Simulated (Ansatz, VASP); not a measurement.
Two plane-wave programs on Mo2Ru3

Contents of INCAR:

```
SYSTEM = Mo2Ru3
PREC = Accurate
ENCUT = 520
EDIFF = 1E-7
ISMEAR = 0
SIGMA = 0.1
LREAL = .FALSE.
LASPH = .TRUE.
NELM = 150
ALGO = Normal
ISIF = 2
LWAVE = .FALSE.
LCHARG = .TRUE.
ISPIN = 2
MAGMOM = 1 1 1 1 1 1 1 1 1 1
LORBIT = 11
LMAXMIX = 4
GGA = PE
LELF = .TRUE.
LVHAR = .TRUE.
NBANDS = 85
```

Contents of KPOINTS:

```
Automatic mesh
0
G
  6 6 1
  0 0 0
```

File POSCAR:

```
Mo2Ru3
1.0
    2.7551127521      0.0000000000      0.0000000000
   -1.3775563760      2.3859976336      0.0000000000
    0.0000000000      0.0000000000     22.1749544715
Mo Ru
4 6
Direct
    0.3333333333      0.6666666667      0.1962923855
    0.3333333333      0.6666666667      0.3987903200
    0.3333333333      0.6666666667      0.6012096800
    0.3333333333      0.6666666667      0.8037076145
    0.3333333333      0.6666666667      0.0000000000
    0.6666666667      0.3333333333      0.0978813990
    0.6666666667      0.3333333333      0.2989714890
    0.6666666667      0.3333333333      0.5000000000
    0.6666666667      0.3333333333      0.7010285110
    0.6666666667      0.3333333333      0.9021186010
```

Input for Ansatz:

```yaml
crystal:
  lattice:
    - [2.7551127521, 0.0, 0.0]
    - [-1.377556376, 2.3859976336, 0.0]
    - [0.0, 0.0, 22.1749544715]
  atoms:
    - { symbol: Mo, position: [0.3333333333, 0.6666666667, 0.1962923855], spin: 1.0 }
    - { symbol: Mo, position: [0.3333333333, 0.6666666667, 0.39879032], spin: 1.0 }
    - { symbol: Mo, position: [0.3333333333, 0.6666666667, 0.60120968], spin: 1.0 }
    - { symbol: Mo, position: [0.3333333333, 0.6666666667, 0.8037076145], spin: 1.0 }
    - { symbol: Ru, position: [0.3333333333, 0.6666666667, 0.0], spin: 1.0 }
    - { symbol: Ru, position: [0.6666666667, 0.3333333333, 0.097881399], spin: 1.0 }
    - { symbol: Ru, position: [0.6666666667, 0.3333333333, 0.298971489], spin: 1.0 }
    - { symbol: Ru, position: [0.6666666667, 0.3333333333, 0.5], spin: 1.0 }
    - { symbol: Ru, position: [0.6666666667, 0.3333333333, 0.701028511], spin: 1.0 }
    - { symbol: Ru, position: [0.6666666667, 0.3333333333, 0.902118601], spin: 1.0 }
basis:
  ecutwfc: 420
kpoints:
  mp_grid: { grid: [6, 6, 1] }
hamiltonian:
  xc: pbe
scf:
  occupations: { method: gaussian, width: 0.1 }
  lower_state_search: "off"
output:
  forces: true
  stress: true
  eigenvalues: true
  populations: true
magnetization:
  spin_polarized: true
```

Alike in both runs: task single point; functional PBE; k mesh 6 × 6 × 1; occupations gaussian, width 0.1 eV; collinear spin.

|  | VASP | Ansatz |
| --- | --- | --- |
| version | VASP 6.6.1 | Ansatz 0.2.0 |
| potentials or method | VASP PAW PBE potentials, release 64 (Mo_sv, Ru_pv), cutoff 520 eV | scalar-relativistic, plane waves, PAW |
| valence electrons in the cell | 140 | 152 |

|  | VASP | Ansatz | Ansatz less VASP |
| --- | --- | --- | --- |
| gap on the k mesh at the Fermi level (eV) | none | none | - |
| pressure (GPa) | 0.2 | 0.0 | -0.20 |
| rms of the force components (eV/Å) | 0.003 | 0.003 | -0.0003 |
| net moment per atom (μB) | 0.00 | 0.00 | 0.000 |

Atom by atom the forces differ by 0.005 eV/Å (rms over components). A gap of «none» marks a metal or a gap that the smearing closes. VASP's potentials hold 140 valence electrons a cell and Ansatz's 152, so a difference there can come from the potentials and not from the codes. Ansatz's warnings: seeded moment not kept.

The k mesh is coarse, so the values compare programs but aren't converged.
